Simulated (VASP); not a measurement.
# Li (P6_3/mmc) in VASP: further runs

Li is run at these levels: BLYP; tasks: single point, relaxation of cell and atoms.

All numbers are computed with VASP 6.6.1; they aren't measurements. Logs are shortened: lines on timing, memory, paths and dates and some standing lists are left out, and cuts for length are marked.

### Step 1. The cell of the first run

Symmetry: P6_3/mmc, No. 194, hexagonal system. The conventional cell has a = 3.048 Å, b = 3.048 Å, c = 9.929 Å, α = 90.00°, β = 90.00°, γ = 120.00°. Li (site symmetry -3m) has 12 Li at 3.04 to 3.05 Å within 4.0 Å. Within 4.0 Å of Li (site symmetry -6m2) lie 12 Li at 3.04 to 3.05 Å.

This isn't the form of Li at room conditions, which is bcc.

### Step 2. Single point, BLYP

File INCAR:

```
AGGAC    = 1.0          
AGGAX    = 1.0          
ALDAC    = 0.0          
ALDAX    = 1.0          
ALGO     = Normal         # electronic algorithm
EDIFF    = 1E-6           # SCF threshold, eV
ENCUT    = 520            # plane-wave cutoff, eV
GGA      = B5             # functional
ISIF     = 2              # what is computed and relaxed
ISMEAR   = -1             # smearing method
LASPH    = True           # aspherical terms in the spheres
LCHARG   = False          # write CHGCAR
LREAL    = False          # projectors in reciprocal space
LWAVE    = False          # write WAVECAR
NBANDS   = 14             # bands
NELM     = 100            # most SCF steps
PREC     = Accurate       # precision mode
SIGMA    = 0.1            # smearing width, eV
```

File KPOINTS:

```
k-points
0
Gamma
  16 16 5
```

File POSCAR:

```
Li
1.0
    3.0477225706      0.0000000000      0.0000000000
   -1.5238612853      2.6394051699      0.0000000000
    0.0000000000      0.0000000000      9.9291199439
Li
4
Direct
    1.0000000000      1.0000000000      0.0000000000
    1.0000000000      1.0000000000      0.5000000000
    0.3333333333      0.6666666667      0.2500000000
    0.6666666667      0.3333333333      0.7500000000
```

Potentials or basis: VASP PAW PBE potentials, release 64 (Li_sv).

Started as:

```sh
cat potpaw_PBE.64/Li_sv/POTCAR > POTCAR
mpirun -np 1 vasp_std > vasp.out
```

OUTCAR:

```text
EDIFF = 1E-6
   ENCUT = 520
   GGA = B5
   ISIF = 2
   ISMEAR = -1
   LASPH = True
   LREAL = False
   NELM = 100
   PREC = Accurate

 ion  position               nearest neighbor table
   1  0.000  0.000  0.000-
   2  0.000  0.000  0.500-
   3  0.333  0.667  0.250-
   4  0.667  0.333  0.750-

  LATTYP: Found a hexagonal cell.
 ALAT       =     3.0477225706
 C/A-ratio  =     3.2578818163

  Lattice vectors:

 A1 = (   3.0477225706,   0.0000000000,   0.0000000000)
 A2 = (  -1.5238612853,   2.6394051699,   0.0000000000)
 A3 = (   0.0000000000,   0.0000000000,   9.9291199439)

Analysis of symmetry for initial positions (statically):
=====================================================================
 Subroutine PRICEL returns:
 Original cell was already a primitive cell.

 Routine SETGRP: Setting up the symmetry group for a
 hexagonal supercell.

 Subroutine GETGRP returns: Found 24 space group operations
 (whereof 12 operations were pure point group operations)
 out of a pool of 24 trial point group operations.

The static configuration has the point symmetry D_3d.
 The point group associated with its full space group is D_6h.

Analysis of symmetry for dynamics (positions and initial velocities):
=====================================================================
 Subroutine PRICEL returns:
 Original cell was already a primitive cell.

 Routine SETGRP: Setting up the symmetry group for a
 hexagonal supercell.

 Subroutine GETGRP returns: Found 24 space group operations
 (whereof 12 operations were pure point group operations)
 out of a pool of 24 trial point group operations.

The dynamic configuration has the point symmetry D_3d.
 The point group associated with its full space group is D_6h.

 Subroutine INISYM returns: Found 24 space group operations
 (whereof 12 operations are pure point group operations),
 and found     1 'primitive' translations

----------------------------------------------------------------------------------------

                                     Primitive cell

  volume of cell :      79.8716

  direct lattice vectors                    reciprocal lattice vectors
     3.047722571  0.000000000  0.000000000     0.328113854  0.189436622  0.000000000
    -1.523861285  2.639405170  0.000000000     0.000000000  0.378873244  0.000000000
     0.000000000  0.000000000  9.929119944     0.000000000  0.000000000  0.100713860

  length of vectors
[... 93 lines left out ...]
   ISYM   =      2    0-nonsym 1-usesym 2-fastsym
   POTIM  = 0.5000    time-step for ionic-motion
   TEBEG  =    0.0;   TEEND  =   0.0 temperature during run
   PSTRESS=    0.0 pullay stress
   NELECT =      12.0000    total number of electrons
   NUPDOWN=      -1.0000    fix difference up-down
   EMIN   =  10.00;   EMAX   =-10.00  energy-range for DOS
   EFERMI =   0.00;   METHOD = LEGACY
   ISMEAR =    -1;   SIGMA  =   0.10  broadening in eV -4-tet -1-fermi 0-gaus
   EFERMI_NEDOS =   21; number of points for ismear=-14 and -15
   IALGO  =     38    algorithm
   IMIX   =      4    mixing-type and parameters
     AMIX     =   0.40;   BMIX     =  1.00
     AMIX_MAG =   1.60;   BMIX_MAG =  1.00
  volume/ion in A,a.u.               =      19.97       134.75
  Fermi-wavevector in a.u.,A,eV,Ry     =   0.870304  1.644637 10.305457  0.757430
  Thomas-Fermi vector in A             =   1.989251
   LORBIT       =      0    0 simple, 1 ext, 2 COOP (PROOUT), +10 PAW based schemes
   GGA     = B5    functional components
   LHFCALC =     F    Hartree Fock is set to
   AEXX    =    0.0000 exact exchange contribution
   IVDW    =     0    specifies the selected vdW correction
   LEPSILON=     F    determine dielectric tensor
   LRPA    =     F    only Hartree local field effects (RPA)
 non-spin polarized calculation
  energy-cutoff  :      520.00
  volume of cell :       79.87
 maximum number of plane-waves:      2173
 NGX is ok and might be reduce to    24
   NGX = 11   NGY = 11   NGZ = 37

 number of electron      12.0000004 magnetization

 Free energy of the ion-electron system (eV)
  ---------------------------------------------------
  ext. energy  EPLUGINS =         0.00000000
  ---------------------------------------------------
  free energy    TOTEN  =        -6.31257599 eV

  energy without entropy =       -6.25100587  energy(sigma->0) =       -6.28179093

 E-fermi :   1.0765     XC(G=0):  -6.6846

 val. band max:        1.0710508752   @ k =   0.0000   0.0000   0.0000
 cond. band min:       1.1054508025   @ k =   0.4375  -0.0000   0.2000
 fundamental gap:      0.0343999273
 Fermi energy:         1.0764997305

 k-point     1 :       0.0000    0.0000    0.0000
  band No.  band energies     occupation
      1     -46.1192      2.00000
      2     -46.1104      2.00000
      3     -46.1095      2.00000
      4     -46.1007      2.00000
      5      -2.4689      2.00000
      6      -1.3527      2.00000
      7      -1.3519      2.00000
      8       1.0711      1.02724
      9       4.0860      0.00000
     10       9.1355      0.00000
     11       9.1407      0.00000
     12      13.4936      0.00000
     13      13.4937      0.00000
     14      14.0807      0.00000
[... 377 lines left out ...]
      1     -46.1036      2.00000
      2     -46.0999      2.00000
      3     -46.0989      2.00000
      4     -46.0951      2.00000
      5      -0.1654      1.99999
      6       0.9415      1.58837
      7       0.9505      1.55808
      8       4.0725      0.00000
      9       4.3402      0.00000
     10       5.9633      0.00000
     11       6.6530      0.00000
     12       6.7237      0.00000
     13       7.5107      0.00000
     14       8.6343      0.00000

 [... further k-points ...]
[... 5 lines left out ...]
  --------------------------------------------------------------------------------------
  -------------------------------------------------------------------------------------
  Total       -0.0431336     -0.0431336      0.0123715      0.0000000      0.0000000      0.0000000
  in kB       -0.8652349     -0.8652349      0.2481649      0.0000000      0.0000000      0.0000000
  external PRESSURE =      -0.4941017 kB  Pullay stress =       0.0000000 kB

 VOLUME and BASIS-vectors are now :
 -----------------------------------------------------------------------------
  energy-cutoff  :      520.00
  volume of cell :       79.87
      direct lattice vectors                 reciprocal lattice vectors
     3.047722571  0.000000000  0.000000000     0.328113854  0.189436622  0.000000000
    -1.523861285  2.639405170  0.000000000     0.000000000  0.378873244  0.000000000
     0.000000000  0.000000000  9.929119944     0.000000000  0.000000000  0.100713860

 POSITION                                       TOTAL-FORCE (eV/Angst)
 -----------------------------------------------------------------------------------
      0.00000      0.00000      0.00000         0.000000     -0.000000      0.000000
      0.00000      0.00000      4.96456        -0.000000     -0.000000      0.000000
     -0.00000      1.75960      2.48228        -0.000000      0.000000      0.000000
      1.52386      0.87980      7.44684         0.000000     -0.000000     -0.000000
 -----------------------------------------------------------------------------------
    total drift:                               -0.000000      0.000000     -0.000000

  FREE ENERGIE OF THE ION-ELECTRON SYSTEM (eV)
  ---------------------------------------------------
  free  energy   TOTEN  =        -6.3125759900 eV

  energy  without entropy=       -6.2510058690  energy(sigma->0) =       -6.28179093
```

OSZICAR:

```text
N       E                     dE             d eps       ncg     rms          rms(c)
DAV:   1     0.437519398538E+02    0.43752E+02   -0.48880E+03  2520   0.821E+02
DAV:   2     0.453749144957E+01   -0.39214E+02   -0.37834E+02  3026   0.189E+02
DAV:   3    -0.604469904294E+01   -0.10582E+02   -0.10459E+02  4892   0.467E+01
DAV:   4    -0.629236734926E+01   -0.24767E+00   -0.24749E+00  3274   0.131E+01
DAV:   5    -0.630352506509E+01   -0.11158E-01   -0.11157E-01  4180   0.206E+00    0.283E-01
DAV:   6    -0.630749610695E+01   -0.39710E-02   -0.29861E-03  3362   0.437E-01    0.179E-01
DAV:   7    -0.631234964762E+01   -0.48535E-02   -0.69433E-03  3084   0.569E-01    0.298E-02
DAV:   8    -0.631257915411E+01   -0.22951E-03   -0.14769E-03  4156   0.225E-01    0.271E-02
DAV:   9    -0.631250007604E+01    0.79078E-04   -0.31076E-05  3354   0.489E-02    0.160E-02
DAV:  10    -0.631252885881E+01   -0.28783E-04   -0.45791E-06  3442   0.157E-02    0.150E-02
DAV:  11    -0.631256863927E+01   -0.39780E-04   -0.53787E-06  3258   0.192E-02    0.267E-03
DAV:  12    -0.631257374182E+01   -0.51025E-05   -0.78037E-07  2454   0.880E-03    0.583E-04
DAV:  13    -0.631257809628E+01   -0.43545E-05   -0.52977E-07  2106   0.770E-03    0.112E-03
DAV:  14    -0.631257637620E+01    0.17201E-05   -0.19066E-07  1992   0.441E-03    0.472E-04
DAV:  15    -0.631257599003E+01    0.38618E-06   -0.64443E-08  1962   0.242E-03
   1 F= -.63125760E+01 E0= -.62817909E+01  d E =-.615701E-01
```

stdout:

```text
POSCAR found type information on POSCAR Li
 POSCAR found :  1 types and       4 ions
 scaLAPACK will be used
 -----------------------------------------------------------------------------
|                                                                             |
|                                                                             |
|     You enforced a specific xc type in the INCAR file but a different       |
|     I HOPE YOU KNOW WHAT YOU ARE DOING!                                     |
|                                                                             |
 -----------------------------------------------------------------------------

 LDA part: xc-table for (Slater(with rela. corr.)+VWN5), standard interpolation
 POSCAR, INCAR and KPOINTS ok, starting setup
 FFT: planning ... GRIDC
 FFT: planning ... GRID_SOFT
 FFT: planning ... GRID
 WAVECAR not read
 entering main loop
```

It took 69 s on 1 thread of AMD EPYC 9R45 (Zen 5), shared host; peak memory 0.19 GiB.

What came out:

| Quantity | Value |
| --- | --- |
| Free energy | -6.3126 eV |
| Band gap on the k mesh | zero (bands 6 and 7 overlap by 4.12 eV) |

Levels at points of the mesh, in eV from the Fermi level:
| k point | band 3 | band 4 | band 5 | band 6 | band 7 | band 8 | band 9 | band 10 |
| --- | --- | --- | --- | --- | --- | --- | --- | --- |
| (0.00, 0.00, 0.00) | -47.19 | -47.18 | -3.55 | -2.43 | -2.43 | -0.01 | 3.01 | 8.06 |
| (0.50, 0.00, 0.00) | -47.17 | -47.17 | -0.06 | 0.50 | 0.69 | 1.27 | 3.41 | 3.45 |

Caveat: the cutoff is under 1.25 times the usual one of these potentials, so pressure, stress and relaxed cells hold a basis-set (Pulay) error; the PAW data sets were made with another functional, which shifts forces and pressure a little.

(Continued in part 2 of 2.)

The gap in the log of VASP goes by the Fermi energy; the results here count the filled bands.